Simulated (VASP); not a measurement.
# TiSi2 (Fddd) in VASP: further runs

Runs on TiSi2. Level: PBE. Tasks: electric field gradients.

Everything below comes from runs of VASP 6.6.1. Logs are shortened: lines on timing, memory, paths and dates and some standing lists are left out, and cuts for length are marked.

**1. The cell of the first run**

The structure is orthorhombic, space group Fddd (No. 70). The conventional cell has a = 4.676 Å, b = 8.068 Å, c = 8.349 Å, α = 90.00°, β = 90.00°, γ = 90.00°. Within 3.3 Å of Ti (site symmetry 222) lie 10 Si at 2.48 to 2.70 Å and 4 Ti at 3.13 Å. Si (site symmetry 2) has 5 Ti at 2.48 to 2.70 Å and 9 Si at 2.49 to 3.13 Å within 3.3 Å.

**2. Electric field gradients, PBE (volume scaled by 0.94)**

Input file INCAR:

```
SYSTEM = TiSi2
PREC = Accurate ; ENCUT = 520
EDIFF = 1E-8 ; ISMEAR = -1
SIGMA = 0.08 ; LREAL = .FALSE.
LASPH = .TRUE. ; NELM = 80
ALGO = Normal ; ISIF = 2
LWAVE = .FALSE. ; LCHARG = .FALSE.
GGA = PE ; LEFG = .TRUE.
NBANDS = 29
```

Input file KPOINTS:

```
regular mesh
0
G
  8 8 8
  0 0 0
```

Input file POSCAR:

```
TiSi2
1.0
    0.0000000000      4.0339355957      4.1745062023
    2.3377822484      0.0000000000      4.1745062023
    2.3377822484      4.0339355957      0.0000000000
Ti Si
2 4
Direct
    0.7500000000      0.7500000000      0.7500000000
    0.5000000000      0.5000000000      0.5000000000
    0.0830000000      0.4170000000      0.0830000000
    0.4170000000      0.0830000000      0.4170000000
    0.1670000000      0.8330000000      0.1670000000
    0.8330000000      0.1670000000      0.8330000000
```

Potentials or basis: VASP PAW PBE potentials, release 64 (Ti_sv, Si).

Launch:

```
$ cat potpaw_PBE.64/Ti_sv/POTCAR potpaw_PBE.64/Si/POTCAR > POTCAR
$ mpirun -np 1 vasp_std > vasp.out
```

OUTCAR:

```text
SYSTEM = TiSi2
   PREC = Accurate
   ENCUT = 520
   EDIFF = 1E-8
   ISMEAR = -1
   LREAL = .FALSE.
   LASPH = .TRUE.
   NELM = 80
   ISIF = 2
   GGA = PE

 ion  position               nearest neighbor table
   1  0.750  0.750  0.750-   6 2.48   5 2.48   6 2.48   5 2.48   3 2.69   4 2.69   4 2.70   4 2.70
                             3 2.70   3 2.70
   2  0.500  0.500  0.500-   3 2.48   4 2.48   3 2.48   4 2.48   5 2.69   6 2.69   5 2.70   5 2.70
                             6 2.70   6 2.70
   3  0.083  0.417  0.083-   2 2.48   2 2.48   5 2.49   5 2.49   1 2.69   4 2.69   4 2.69   4 2.69
                             1 2.70   1 2.70   6 3.13   6 3.13   6 3.13   6 3.13
   4  0.417  0.083  0.417-   2 2.48   2 2.48   6 2.49   6 2.49   1 2.69   3 2.69   3 2.69   3 2.69
                             1 2.70   1 2.70   5 3.13   5 3.13   5 3.13   5 3.13
   5  0.167  0.833  0.167-   1 2.48   1 2.48   3 2.49   3 2.49   2 2.69   6 2.69   6 2.69   6 2.69
                             2 2.70   2 2.70   4 3.13   4 3.13   4 3.13   4 3.13
   6  0.833  0.167  0.833-   1 2.48   1 2.48   4 2.49   4 2.49   2 2.69   5 2.69   5 2.69   5 2.69
                             2 2.70   2 2.70   3 3.13   3 3.13   3 3.13   3 3.13

  LATTYP: Found a face centered orthorhombic cell.
 ALAT       =     4.6755644968
 B/A-ratio  =     1.7255394930
 C/A-ratio  =     1.7856693904

  Lattice vectors:

 A1 = (   0.0000000000,   4.0339355957,   4.1745062023)
 A2 = (   2.3377822484,   0.0000000000,   4.1745062023)
 A3 = (   2.3377822484,   4.0339355957,   0.0000000000)

Analysis of symmetry for initial positions (statically):
=====================================================================
 Subroutine PRICEL returns:
 Original cell was already a primitive cell.

 Routine SETGRP: Setting up the symmetry group for a
 face centered orthorhombic supercell.

 Subroutine GETGRP returns: Found  8 space group operations
 (whereof  4 operations were pure point group operations)
 out of a pool of  8 trial point group operations.

The static configuration has the point symmetry D_2 .
 The point group associated with its full space group is D_2h.

Analysis of symmetry for dynamics (positions and initial velocities):
=====================================================================
 Subroutine PRICEL returns:
 Original cell was already a primitive cell.

 Routine SETGRP: Setting up the symmetry group for a
 face centered orthorhombic supercell.

 Subroutine GETGRP returns: Found  8 space group operations
 (whereof  4 operations were pure point group operations)
 out of a pool of  8 trial point group operations.

The dynamic configuration has the point symmetry D_2 .
 The point group associated with its full space group is D_2h.

 Subroutine INISYM returns: Found  8 space group operations
 (whereof  4 operations are pure point group operations),
 and found     1 'primitive' translations

----------------------------------------------------------------------------------------

                                     Primitive cell

  volume of cell :      78.7351

  direct lattice vectors                    reciprocal lattice vectors
     0.000000000  4.033935596  4.174506202    -0.213877918  0.123948434  0.119774645
     2.337782248  0.000000000  4.174506202     0.213877918 -0.123948434  0.119774645
     2.337782248  4.033935596  0.000000000     0.213877918  0.123948434 -0.119774645

  length of vectors
     5.805095901  4.784530058  4.662388040     0.274686992  0.274686992  0.274686992

  position of ions in fractional coordinates (direct lattice)
     0.750000000  0.750000000  0.750000000
     0.500000000  0.500000000  0.500000000
     0.083000000  0.417000000  0.083000000
     0.417000000  0.083000000  0.417000000
     0.167000000  0.833000000  0.167000000
     0.833000000  0.167000000  0.833000000

  ion indices of the primitive-cell ions
   primitive index   ion index
                 1           1
                 2           2
                 3           3
                 4           4
                 5           5
[... 65 lines left out ...]
   ISTART =      0    job   : 0-new  1-cont  2-samecut
   ICHARG =      2    charge: 1-file 2-atom 10-const
   ISPIN  =      1    spin polarized calculation?
   LNONCOLLINEAR =      F non collinear calculations
   LSORBIT =      F    spin-orbit coupling
   LASPH  =      T    aspherical Exc in radial PAW
   ENCUT  =  520.0 eV  38.22 Ry    6.18 a.u.  10.79  8.90  8.67*2*pi/ulx,y,z
   NELM   =     80;   NELMIN=  2; NELMDL= -5     # of ELM steps
   EDIFF  = 0.1E-07   stopping-criterion for ELM
   LREAL  =      F    real-space projection
   EDIFFG = 0.1E-06   stopping-criterion for IOM
   NSW    =      0    number of steps for IOM
   IBRION =     -1    ionic relax: 0-MD 1-quasi-New 2-CG
   NFREE  =      0    steps in history (QN), initial steepest desc. (CG)
   ISIF   =      2    stress and relaxation
   ISYM   =      2    0-nonsym 1-usesym 2-fastsym
   POTIM  = 0.5000    time-step for ionic-motion
   TEBEG  =    0.0;   TEEND  =   0.0 temperature during run
   PSTRESS=    0.0 pullay stress
   NELECT =      40.0000    total number of electrons
   NUPDOWN=      -1.0000    fix difference up-down
   EMIN   =  10.00;   EMAX   =-10.00  energy-range for DOS
   EFERMI =   0.00;   METHOD = LEGACY
   ISMEAR =    -1;   SIGMA  =   0.08  broadening in eV -4-tet -1-fermi 0-gaus
   EFERMI_NEDOS =   21; number of points for ismear=-14 and -15
   IALGO  =     38    algorithm
   IMIX   =      4    mixing-type and parameters
     AMIX     =   0.40;   BMIX     =  1.00
     AMIX_MAG =   1.60;   BMIX_MAG =  1.00
  volume/ion in A,a.u.               =      13.12        88.56
  Fermi-wavevector in a.u.,A,eV,Ry     =   1.306288  2.468526 23.216807  1.706387
  Thomas-Fermi vector in A             =   2.437100
   LORBIT       =      0    0 simple, 1 ext, 2 COOP (PROOUT), +10 PAW based schemes
   GGA     = PE    functional components
   LHFCALC =     F    Hartree Fock is set to
   AEXX    =    0.0000 exact exchange contribution
   IVDW    =     0    specifies the selected vdW correction
   LEPSILON=     F    determine dielectric tensor
   LRPA    =     F    only Hartree local field effects (RPA)
 non-spin polarized calculation
  energy-cutoff  :      520.00
  volume of cell :       78.74
 maximum number of plane-waves:      2143
 NGX is ok and might be reduce to    48
   NGX = 21   NGY = 17   NGZ = 17

 number of electron      40.0000000 magnetization

 Free energy of the ion-electron system (eV)
  ---------------------------------------------------
  ext. energy  EPLUGINS =         0.00000000
  ---------------------------------------------------
  free energy    TOTEN  =       -40.47518547 eV

  energy without entropy =      -40.43441463  energy(sigma->0) =      -40.45480005

 E-fermi :  10.9804     XC(G=0): -12.0219

 val. band max:       10.9636081084   @ k =  -0.2500   0.3750   0.3750
 cond. band min:      10.9829020737   @ k =  -0.1250   0.1250   0.1250
 fundamental gap:      0.0192939653
 Fermi energy:        10.9803661127

 k-point     1 :       0.0000    0.0000    0.0000
  band No.  band energies     occupation
      1     -45.0659      2.00000
      2     -45.0275      2.00000
      3     -21.5025      2.00000
      4     -21.4667      2.00000
      5     -21.3840      2.00000
      6     -21.3659      2.00000
[... 757 lines left out ...]
     28      15.2399      0.00000
     29      15.6274      0.00000

 [... further k-points ...]
[... 5 lines left out ...]
  --------------------------------------------------------------------------------------
  -------------------------------------------------------------------------------------
  Total        6.5856694      5.4084598      7.2120981      0.0000000      0.0000000      0.0000000
  in kB      134.0115968    110.0565926    146.7587765      0.0000000      0.0000000      0.0000000
  external PRESSURE =     130.2756553 kB  Pullay stress =       0.0000000 kB

 VOLUME and BASIS-vectors are now :
 -----------------------------------------------------------------------------
  energy-cutoff  :      520.00
  volume of cell :       78.74
      direct lattice vectors                 reciprocal lattice vectors
     0.000000000  4.033935596  4.174506202    -0.213877918  0.123948434  0.119774645
     2.337782248  0.000000000  4.174506202     0.213877918 -0.123948434  0.119774645
     2.337782248  4.033935596  0.000000000     0.213877918  0.123948434 -0.119774645

 POSITION                                       TOTAL-FORCE (eV/Angst)
 -----------------------------------------------------------------------------------
      3.50667      6.05090      6.26176        -0.000000      0.000000      0.000000
      2.33778      4.03394      4.17451         0.000000      0.000000     -0.000000
      1.16889      0.66963      2.08725         0.000000      0.220482      0.000000
      1.16889      3.36430      2.08725         0.000000     -0.220482      0.000000
      2.33778      1.34733      4.17451        -0.000000     -0.220482     -0.000000
      2.33778      6.72054      4.17451        -0.000000      0.220482     -0.000000
 -----------------------------------------------------------------------------------
    total drift:                               -0.000000     -0.000000      0.000000

  FREE ENERGIE OF THE ION-ELECTRON SYSTEM (eV)
  ---------------------------------------------------
  free  energy   TOTEN  =       -40.4751854697 eV

  energy  without entropy=      -40.4344146277  energy(sigma->0) =      -40.45480005

 Electric field gradients (V/A^2)
---------------------------------------------------------------------
 ion       V_xx      V_yy      V_zz      V_xy      V_xz      V_yz
---------------------------------------------------------------------
   1      -2.960    10.365    -7.405    -0.002    -0.001     0.000
   2      -2.960    10.365    -7.405    -0.002    -0.001     0.000
   3       0.902    13.883   -14.785    -0.000    27.228    -0.000
   4       0.902    13.883   -14.785     0.000   -27.228     0.000
   5       0.902    13.883   -14.785    -0.000    27.228    -0.000
   6       0.902    13.883   -14.785     0.000   -27.228     0.000
---------------------------------------------------------------------

 Electric field gradients after diagonalization (V/A^2)
 (convention: |V_zz| > |V_xx| > |V_yy|)
----------------------------------------------------------------------
 ion       V_xx      V_yy      V_zz     asymmetry (V_yy - V_xx)/ V_zz
----------------------------------------------------------------------
   1      -7.405    -2.960    10.365       0.429
   2      -7.405    -2.960    10.365       0.429
   3      21.393    13.883   -35.276       0.213
   4      21.393    13.883   -35.277       0.213
   5      21.393    13.883   -35.276       0.213
   6      21.393    13.883   -35.277       0.213
----------------------------------------------------------------------

           NMR quadrupolar parameters

 Cq : quadrupolar parameter    Cq=e*Q*V_zz/h
 eta: asymmetry parameters     (V_yy - V_xx)/ V_zz
 Q  : nuclear electric quadrupole moment in mb (millibarn)
----------------------------------------------------------------------
 ion       Cq(MHz)       eta       Q (mb)
----------------------------------------------------------------------
   1       0.025       0.429       1.000
   2       0.025       0.429       1.000
   3      -0.085       0.213       1.000
   4      -0.085       0.213       1.000
   5      -0.085       0.213       1.000
   6      -0.085       0.213       1.000
----------------------------------------------------------------------
```

It took 4.6 min on 1 thread of Intel Xeon Platinum 8488C (Sapphire Rapids), shared host; peak memory 0.35 GiB.

Results:

* Free energy: -40.4752 eV
* Pressure: 13.0 GPa
* Largest force: 0.220 eV/Å
* Band gap on the k mesh: zero (band 20 reaches 11.73 eV, above the bottom of band 21 at 9.76 eV)

Forces in eV/Å, atoms in the order of the input:
```
Ti   0.000  0.000  0.000
Ti   0.000  0.000  0.000
Si   0.000  0.220  0.000
Si   0.000 -0.220  0.000
Si   0.000 -0.220  0.000
Si   0.000  0.220  0.000
```

Levels at points of the mesh, in eV from the Fermi level:
| k point | band 16 | band 17 | band 18 | band 19 | band 20 | band 21 | band 22 | band 23 | band 24 | band 25 |
| --- | --- | --- | --- | --- | --- | --- | --- | --- | --- | --- |
| (0.00, 0.00, 0.00) | -2.67 | -2.37 | -1.96 | -1.74 | -1.54 | -1.01 | 2.19 | 3.44 | 3.61 | 3.71 |
| (0.50, 0.00, 0.00) | -2.54 | -2.08 | -1.17 | -0.07 | 0.17 | 1.13 | 1.47 | 1.91 | 2.42 | 2.91 |
| (0.50, 0.50, 0.00) | -3.13 | -1.63 | -1.63 | -1.11 | -1.11 | 0.86 | 0.86 | 3.47 | 3.47 | 3.72 |
| (0.50, 0.00, 0.50) | -2.50 | -2.45 | -2.45 | -0.92 | -0.92 | 1.35 | 1.35 | 3.63 | 3.63 | 3.69 |
| (0.00, 0.50, 0.50) | -1.32 | -1.30 | -1.30 | -0.69 | -0.69 | 0.98 | 0.98 | 2.50 | 2.50 | 3.41 |

Electric field gradients, principal values (V/Å²):
```
atom   least  middle  greatest (by size)
1 Ti  -2.960  -7.405              10.365
2 Ti  -2.960  -7.405              10.365
3 Si  13.883  21.393             -35.276
4 Si  13.883  21.393             -35.277
5 Si  13.883  21.393             -35.276
6 Si  13.883  21.393             -35.277
```

Caveat: without QUAD_EFG the Cq values of the log hold for a quadrupole moment of 1 mb, not for the nuclei.

(Continued in part 2 of 2.)
